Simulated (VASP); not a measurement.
A run of VASP 6.6.1 is set up as follows.

POSCAR

```
Ag
1.0
    0.0000000000      2.0427500000      2.0427500000
    2.0427500000      0.0000000000      2.0427500000
    2.0427500000      2.0427500000      0.0000000000
Ag
1
Direct
    0.0000000000      0.0000000000      0.0000000000
```

The input INCAR.step1:

```
PREC = Accurate ; ENCUT = 600
ISMEAR = -1 ; SIGMA = 0.05
LREAL = F ; LASPH = T
NELM = 100 ; GGA = PE
ALGO = Normal ; EDIFF = 1E-4
LWAVE = T ; LCHARG = F
```

File INCAR.step2:

```
PREC = Accurate ; ENCUT = 600
EDIFF = 1E-6 ; ISMEAR = -1
SIGMA = 0.05 ; LREAL = F
LASPH = T ; NELM = 100
ALGO = Normal ; ISIF = 8
LWAVE = F ; LCHARG = F
METAGGA = R2SCAN ; LMIXTAU = T
IBRION = 2 ; NSW = 60
EDIFFG = -0.02 ; ISTART = 1
```

The input KPOINTS:

```
Automatic mesh
0
Gamma
  17 17 17
```

Potentials or basis: VASP PAW PBE potentials, release 64 (Ag).

The run is started by

```bash
$ cat potpaw_PBE.64/Ag/POTCAR > POTCAR
$ cp INCAR.step1 INCAR
$ mpirun -np 1 vasp_std > vasp.out
$ cp INCAR.step2 INCAR
$ mpirun -np 1 vasp_std > vasp.out
```

What does it give for the relaxed volume?

17.31 Å³/atom.

Predict the space group after relaxing (to 0.05 Å).

Fm-3m (No. 225).

Predict the relaxed cell.

a = 2.903 Å, b = 2.903 Å, c = 2.903 Å, α = 60.00°, β = 60.00°, γ = 60.00°.

Final structure:
```
Ag
1.0
     0.00000    2.05298    2.05298
     2.05298    0.00000    2.05298
     2.05298    2.05298    0.00000
Ag
1
Direct
  0.00000 0.00000 0.00000
```

Caveat: the PAW data sets were made with another functional, which shifts forces and pressure a little. Zero-point motion and thermal expansion aren't in these numbers.
